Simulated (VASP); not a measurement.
# Ti3O (P6_3/mcm) in VASP: notebook

The runs below take Ti3O through single point, with PBEsol.

All numbers are computed with VASP 6.6.1; they aren't measurements. Logs are shortened: lines on timing, memory, paths and dates and some standing lists are left out, and cuts for length are marked.

## Step 1: The cell of the first run

The structure is hexagonal, space group P6_3/mcm (No. 193). Conventional cell: a = 4.686 Å, b = 4.686 Å, c = 4.846 Å, α = 90.00°, β = 90.00°, γ = 120.00°. Within 2.6 Å of Ti (site symmetry m2m) lie 2 O at 1.96 Å. Within 2.6 Å of O (site symmetry -3m) lie 6 Ti at 1.96 Å and 2 O at 2.42 Å.

## Step 2: Single point, PBEsol (strain -0.0750 x Voigt [1, 1, 0, 0, 0, 0])

INCAR

```
PREC = Accurate ; ENCUT = 520
EDIFF = 1E-6 ; ISMEAR = 0
SIGMA = 0.15 ; LREAL = False
LASPH = True ; NELM = 100
ALGO = Normal ; ISIF = 2
LWAVE = False ; LCHARG = False
GGA = PS ; NBANDS = 52
```

KPOINTS

```
regular mesh
0
Gamma
  12 12 8
```

POSCAR

```
Ti3O
1.0
    4.6855824484      0.0000000000      0.0000000000
   -2.3427912242      4.0578334318      0.0000000000
    0.0000000000      0.0000000000      4.8458180485
Ti O
6 2
Direct
    0.0000000000      0.6708131061      0.7500000000
    0.0000000000      0.3291868939      0.2500000000
    0.6708131061      0.0000000000      0.7500000000
    0.6708131061      0.6708131061      0.2500000000
    0.3291868939      0.3291868939      0.7500000000
    0.3291868939      0.0000000000      0.2500000000
    0.0000000000      0.0000000000      0.5000000000
    0.0000000000      0.0000000000      0.0000000000
```

Potentials or basis: VASP PAW PBE potentials, release 64 (Ti_sv, O).

Launch:

```sh
$ cat potpaw_PBE.64/Ti_sv/POTCAR potpaw_PBE.64/O/POTCAR > POTCAR
$ mpirun -np 1 vasp_std > vasp.out
```

OUTCAR:

```text
PREC = Accurate
   ENCUT = 520
   EDIFF = 1E-6
   ISMEAR = 0
   LREAL = False
   LASPH = True
   NELM = 100
   ISIF = 2
   GGA = PS

 ion  position               nearest neighbor table
   1  0.000  0.671  0.750-   7 1.96   8 1.96   5 2.67   3 2.67   3 2.72   5 2.72   5 2.72   3 2.72
                             6 2.87   6 2.87   4 2.87   4 2.87   2 2.90   2 2.90
   2  0.000  0.329  0.250-   7 1.96   8 1.96   4 2.67   6 2.67   6 2.72   4 2.72   4 2.72   6 2.72
                             3 2.87   3 2.87   5 2.87   5 2.87   1 2.90   1 2.90
   3  0.671  0.000  0.750-   7 1.96   8 1.96   5 2.67   1 2.67   1 2.72   5 2.72   5 2.72   1 2.72
                             2 2.87   4 2.87   4 2.87   2 2.87   6 2.90   6 2.90
   4  0.671  0.671  0.250-   7 1.96   8 1.96   2 2.67   6 2.67   6 2.72   2 2.72   2 2.72   6 2.72
                             3 2.87   3 2.87   1 2.87   1 2.87   5 2.90   5 2.90
   5  0.329  0.329  0.750-   7 1.96   8 1.96   1 2.67   3 2.67   3 2.72   1 2.72   1 2.72   3 2.72
                             6 2.87   6 2.87   2 2.87   2 2.87   4 2.90   4 2.90
   6  0.329  0.000  0.250-   7 1.96   8 1.96   2 2.67   4 2.67   2 2.72   4 2.72   2 2.72   4 2.72
                             1 2.87   5 2.87   1 2.87   5 2.87   3 2.90   3 2.90
   7  0.000  0.000  0.500-   1 1.96   2 1.96   4 1.96   5 1.96   3 1.96   6 1.96
   8  0.000  0.000  0.000-   1 1.96   2 1.96   4 1.96   5 1.96   3 1.96   6 1.96

  LATTYP: Found a hexagonal cell.
 ALAT       =     4.6855824484
 C/A-ratio  =     1.0341975842

  Lattice vectors:

 A1 = (   4.6855824484,   0.0000000000,   0.0000000000)
 A2 = (  -2.3427912242,   4.0578334318,   0.0000000000)
 A3 = (   0.0000000000,   0.0000000000,   4.8458180485)

Analysis of symmetry for initial positions (statically):
=====================================================================
 Subroutine PRICEL returns:
 Original cell was already a primitive cell.

 Routine SETGRP: Setting up the symmetry group for a
 hexagonal supercell.

 Subroutine GETGRP returns: Found 24 space group operations
 (whereof 12 operations were pure point group operations)
 out of a pool of 24 trial point group operations.

The static configuration has the point symmetry D_3d.
 The point group associated with its full space group is D_6h.

Analysis of symmetry for dynamics (positions and initial velocities):
=====================================================================
 Subroutine PRICEL returns:
 Original cell was already a primitive cell.

 Routine SETGRP: Setting up the symmetry group for a
 hexagonal supercell.

 Subroutine GETGRP returns: Found 24 space group operations
 (whereof 12 operations were pure point group operations)
 out of a pool of 24 trial point group operations.

The dynamic configuration has the point symmetry D_3d.
 The point group associated with its full space group is D_6h.

 Subroutine INISYM returns: Found 24 space group operations
 (whereof 12 operations are pure point group operations),
 and found     1 'primitive' translations

----------------------------------------------------------------------------------------

                                     Primitive cell

  volume of cell :      92.1351

  direct lattice vectors                    reciprocal lattice vectors
     4.685582448  0.000000000  0.000000000     0.213420639  0.123218463  0.000000000
    -2.342791224  4.057833432  0.000000000     0.000000000  0.246436927  0.000000000
     0.000000000  0.000000000  4.845818048     0.000000000  0.000000000  0.206363506

  length of vectors
     4.685582448  4.685582448  4.845818048     0.246436927  0.246436927  0.206363506

  position of ions in fractional coordinates (direct lattice)
     0.000000000  0.670813106  0.750000000
     0.000000000  0.329186894  0.250000000
     0.670813106  0.000000000  0.750000000
     0.670813106  0.670813106  0.250000000
     0.329186894  0.329186894  0.750000000
     0.329186894  0.000000000  0.250000000
     0.000000000  0.000000000  0.500000000
     0.000000000  0.000000000  0.000000000

  ion indices of the primitive-cell ions
   primitive index   ion index
                 1           1
                 2           2
                 3           3
                 4           4
                 5           5
                 6           6
                 7           7
                 8           8

----------------------------------------------------------------------------------------

 KPOINTS: regular mesh

Automatic generation of k-mesh.
 Grid dimensions read from file:
 generate k-points for:   12   12    8

 Generating k-lattice:

  Cartesian coordinates                     Fractional coordinates (reciprocal lattice)
     0.017785053  0.010268205  0.000000000     0.083333333 -0.000000000  0.000000000
     0.000000000  0.020536411  0.000000000     0.000000000  0.083333333  0.000000000
     0.000000000  0.000000000  0.025795438     0.000000000  0.000000000  0.125000000

  Length of vectors
     0.020536411  0.020536411  0.025795438

  Shift w.r.t. Gamma in fractional coordinates (k-lattice)
     0.000000000  0.000000000  0.000000000

 Subroutine IBZKPT returns following result:
 ===========================================

 Found     95 irreducible k-points:

 Following reciprocal coordinates:
            Coordinates               Weight
  0.000000  0.000000  0.000000      1.000000
  0.083333 -0.000000  0.000000      6.000000
  0.166667  0.000000  0.000000      6.000000
  0.250000  0.000000  0.000000      6.000000
  0.333333  0.000000  0.000000      6.000000
  0.416667 -0.000000  0.000000      6.000000
[... 16 lines left out ...]
  0.250000  0.000000  0.125000     12.000000
  0.333333  0.000000  0.125000     12.000000
 [... further k-points ...]
   k-points           NKPTS =     95   k-points in BZ     NKDIM =     95   number of bands    NBANDS=     52
   number of dos      NEDOS =    301   number of ions     NIONS =      8
   total plane-waves  NPLWV =  46656
   dimension x,y,z NGX =    36 NGY =   36 NGZ =   36
   dimension x,y,z NGXF=    72 NGYF=   72 NGZF=   72
   ions per type =               6   2
   NGX,Y,Z   is equivalent  to a cutoff of  12.77, 12.77, 12.35 a.u.
   NGXF,Y,Z  is equivalent  to a cutoff of  25.55, 25.55, 24.70 a.u.
 SYSTEM =  unknown system
   PREC   = accura    normal or accurate (medium, high low for compatibility)
   ISTART =      0    job   : 0-new  1-cont  2-samecut
   ICHARG =      2    charge: 1-file 2-atom 10-const
   ISPIN  =      1    spin polarized calculation?
   LNONCOLLINEAR =      F non collinear calculations
   LSORBIT =      F    spin-orbit coupling
   LASPH  =      T    aspherical Exc in radial PAW
   ENCUT  =  520.0 eV  38.22 Ry    6.18 a.u.   8.71  8.71  9.01*2*pi/ulx,y,z
   NELM   =    100;   NELMIN=  2; NELMDL= -5     # of ELM steps
   EDIFF  = 0.1E-05   stopping-criterion for ELM
   LREAL  =      F    real-space projection
   EDIFFG = 0.1E-04   stopping-criterion for IOM
   NSW    =      0    number of steps for IOM
   IBRION =     -1    ionic relax: 0-MD 1-quasi-New 2-CG
   NFREE  =      0    steps in history (QN), initial steepest desc. (CG)
   ISIF   =      2    stress and relaxation
   ISYM   =      2    0-nonsym 1-usesym 2-fastsym
   POTIM  = 0.5000    time-step for ionic-motion
   TEBEG  =    0.0;   TEEND  =   0.0 temperature during run
   PSTRESS=    0.0 pullay stress
   NELECT =      84.0000    total number of electrons
   NUPDOWN=      -1.0000    fix difference up-down
   EMIN   =  10.00;   EMAX   =-10.00  energy-range for DOS
   EFERMI =   0.00;   METHOD = LEGACY
   ISMEAR =     0;   SIGMA  =   0.15  broadening in eV -4-tet -1-fermi 0-gaus
   EFERMI_NEDOS =   21; number of points for ismear=-14 and -15
   IALGO  =     38    algorithm
   IMIX   =      4    mixing-type and parameters
     AMIX     =   0.40;   BMIX     =  1.00
     AMIX_MAG =   1.60;   BMIX_MAG =  1.00
  volume/ion in A,a.u.               =      11.52        77.72
  Fermi-wavevector in a.u.,A,eV,Ry     =   1.587424  2.999797 34.285527  2.519915
  Thomas-Fermi vector in A             =   2.686584
   LORBIT       =      0    0 simple, 1 ext, 2 COOP (PROOUT), +10 PAW based schemes
   GGA     = PS    functional components
   LHFCALC =     F    Hartree Fock is set to
   AEXX    =    0.0000 exact exchange contribution
   IVDW    =     0    specifies the selected vdW correction
   LEPSILON=     F    determine dielectric tensor
   LRPA    =     F    only Hartree local field effects (RPA)
 non-spin polarized calculation
 Gauss-broadening in eV      SIGMA  =   0.15
  energy-cutoff  :      520.00
  volume of cell :       92.14
 maximum number of plane-waves:      2500
 NGX is ok and might be reduce to    36
   NGX = 17   NGY = 17   NGZ = 19

 number of electron      83.9999988 magnetization

 Free energy of the ion-electron system (eV)
  ---------------------------------------------------
  ext. energy  EPLUGINS =         0.00000000
  ---------------------------------------------------
  free energy    TOTEN  =       -69.75194451 eV

  energy without entropy =      -69.71490005  energy(sigma->0) =      -69.73342228

 E-fermi :  11.0189     XC(G=0): -12.9905

 val. band max:       11.0129585911   @ k =   0.1667   0.0000   0.1250
 cond. band min:      11.0234457842   @ k =   0.0833  -0.0000   0.3750
 fundamental gap:      0.0104871931
 Fermi energy:        11.0189045531

 k-point     1 :       0.0000    0.0000    0.0000
  band No.  band energies     occupation
      1     -45.5175      2.00000
      2     -45.3542      2.00000
      3     -45.2095      2.00000
      4     -45.2095      2.00000
      5     -45.1949      2.00000
      6     -45.1949      2.00000
[... 44 lines left out ...]
     51      13.0941      0.00000
     52      13.5244      0.00000

 k-point     2 :       0.0833   -0.0000    0.0000
  band No.  band energies     occupation
      1     -45.5122      2.00000
      2     -45.3506      2.00000
      3     -45.2160      2.00000
      4     -45.2144      2.00000
      5     -45.1940      2.00000
      6     -45.1939      2.00000
[... 44 lines left out ...]
     51      12.9730      0.00000
     52      13.6151      0.00000

 k-point     3 :       0.1667    0.0000    0.0000
  band No.  band energies     occupation
      1     -45.4967      2.00000
      2     -45.3399      2.00000
      3     -45.2322      2.00000
      4     -45.2243      2.00000
      5     -45.1948      2.00000
      6     -45.1940      2.00000
[... 44 lines left out ...]
     51      13.1655      0.00000
     52      13.7130      0.00000
[... 1046 lines left out ...]
 k-point    23 :       0.2500    0.0000    0.1250
  band No.  band energies     occupation
      1     -45.4668      2.00000
      2     -45.3292      2.00000
      3     -45.2537      2.00000
      4     -45.2336      2.00000
      5     -45.2030      2.00000
      6     -45.1973      2.00000
[... 44 lines left out ...]
     51      13.4339      0.00000
     52      13.4653      0.00000

 k-point    24 :       0.3333    0.0000    0.1250
  band No.  band energies     occupation
      1     -45.4361      2.00000
      2     -45.3082      2.00000
      3     -45.2825      2.00000
      4     -45.2426      2.00000
      5     -45.2153      2.00000
      6     -45.2001      2.00000
[... 44 lines left out ...]
     51      13.1683      0.00000
     52      13.7467      0.00000

 [... further k-points ...]

------------------------ aborting loop because EDIFF is reached ----------------------------------------

  FORCE on cell =-STRESS in cart. coord.  units (eV):
  Direction    XX          YY          ZZ          XY          YZ          ZX
  --------------------------------------------------------------------------------------
  -------------------------------------------------------------------------------------
  Total       22.8708879     22.8708879     17.1917334     -0.0000000     -0.0000000      0.0000000
  in kB      397.7120088    397.7120088    298.9546730     -0.0000000     -0.0000000      0.0000000
  external PRESSURE =     364.7928968 kB  Pullay stress =       0.0000000 kB

 VOLUME and BASIS-vectors are now :
 -----------------------------------------------------------------------------
  energy-cutoff  :      520.00
  volume of cell :       92.14
      direct lattice vectors                 reciprocal lattice vectors
     4.685582448  0.000000000  0.000000000     0.213420639  0.123218463  0.000000000
    -2.342791224  4.057833432  0.000000000     0.000000000  0.246436927  0.000000000
     0.000000000  0.000000000  4.845818048     0.000000000  0.000000000  0.206363506

 POSITION                                       TOTAL-FORCE (eV/Angst)
 -----------------------------------------------------------------------------------
     -1.57158      2.72205      3.63436         0.852501     -1.476575     -0.000000
     -0.77122      1.33579      1.21145        -0.852501      1.476575      0.000000
      3.14315      0.00000      3.63436        -1.705002      0.000000     -0.000000
      1.57158      2.72205      1.21145        -0.852501     -1.476575     -0.000000
      0.77122      1.33579      3.63436         0.852501      1.476575      0.000000
      1.54243      0.00000      1.21145         1.705002      0.000000     -0.000000
      0.00000      0.00000      2.42291        -0.000000      0.000000     -0.000000
      0.00000      0.00000      0.00000        -0.000000      0.000000     -0.000000
 -----------------------------------------------------------------------------------
    total drift:                               -0.000000      0.000000     -0.000000

  FREE ENERGIE OF THE ION-ELECTRON SYSTEM (eV)
  ---------------------------------------------------
  free  energy   TOTEN  =       -69.7519445079 eV

  energy  without entropy=      -69.7149000467  energy(sigma->0) =      -69.73342228
```

It took 3 min on 1 thread of Intel Xeon 6975P-C (Granite Rapids), shared host; peak memory 0.42 GiB.

Results:

```yaml
Free_energy: -69.7519 eV
Pressure: 36.5 GPa
Largest_force: 1.705 eV/Å
Band_gap_on_the_k_mesh: zero (band 42 reaches 11.48 eV, above the bottom of band 43 at 10.72 eV)
```

Forces in eV/Å, atoms in the order of the input:
```
Ti   0.853 -1.477  0.000
Ti  -0.853  1.477  0.000
Ti  -1.705  0.000  0.000
Ti  -0.853 -1.477  0.000
Ti   0.853  1.477  0.000
Ti   1.705  0.000  0.000
O    0.000  0.000  0.000
O    0.000  0.000  0.000
```

Caveat: the cell differs from its parent crystal (strain -0.0750 x Voigt [1, 1, 0, 0, 0, 0]); the PAW data sets were made with another functional, which shifts forces and pressure a little.

## Step 3: Single point, PBEsol (strain -0.0375 x Voigt [1, 1, 0, 0, 0, 0])

INCAR

```
PREC = Accurate
ENCUT = 520
EDIFF = 1E-7
ISMEAR = 0
SIGMA = 0.15
LREAL = F
LASPH = T
NELM = 80
ALGO = Normal
ISIF = 2
LWAVE = F
LCHARG = F
GGA = PS
NBANDS = 52
```

KPOINTS

```
Automatic mesh
0
Gamma
  12 12 8
```

Changes to POSCAR since step 2:

```diff
@@ -2,4 +2,4 @@
 1.0
-    4.6855824484      0.0000000000      0.0000000000
-   -2.3427912242      4.0578334318      0.0000000000
+    4.8755384936      0.0000000000      0.0000000000
+   -2.4377692468      4.2223401926      0.0000000000
     0.0000000000      0.0000000000      4.8458180485
```

Potentials or basis: VASP PAW PBE potentials, release 64 (Ti_sv, O).

Launch:

```sh
$ cat potpaw_PBE.64/Ti_sv/POTCAR potpaw_PBE.64/O/POTCAR > POTCAR
$ mpirun -np 1 vasp_std > vasp.out
```

Run time: 3.4 min. Hardware: 1 thread of Intel Xeon 6975P-C (Granite Rapids), shared host; peak memory 0.44 GiB.

The run converged. Its results:

```yaml
Free_energy: -71.0704 eV
Pressure: 15.4 GPa
Largest_force: 0.811 eV/Å
Band_gap_on_the_k_mesh: zero (band 42 reaches 10.46 eV, above the bottom of band 43 at 9.71 eV)
```

Forces in eV/Å, atoms in the order of the input:
```
Ti   0.406 -0.702  0.000
Ti  -0.406  0.702  0.000
Ti  -0.811  0.000  0.000
Ti  -0.406 -0.702  0.000
Ti   0.406  0.702  0.000
Ti   0.811  0.000  0.000
O    0.000  0.000  0.000
O    0.000  0.000  0.000
```

Stress tensor (GPa, compression positive):
```
16.79  0.00  0.00
 0.00 16.79  0.00
 0.00  0.00 12.63
```

Levels at points of the mesh, in eV from the Fermi level:
```
           k point  band 40  band 41  band 42  band 43  band 44  band 45
(0.00, 0.00, 0.00)    -0.59    -0.59    -0.26    -0.26    -0.19     0.86
(0.50, 0.00, 0.00)    -0.85    -0.65     0.31     0.40     0.71     0.88
(0.00, 0.00, 0.50)    -0.89    -0.35    -0.35     0.05     0.05     0.05
(0.50, 0.00, 0.50)    -0.89    -0.75    -0.75     0.22     0.22     0.49
```

Caveat: the cell differs from its parent crystal (strain -0.0375 x Voigt [1, 1, 0, 0, 0, 0]); the PAW data sets were made with another functional, which shifts forces and pressure a little.

(Continued in part 2 of 2.)
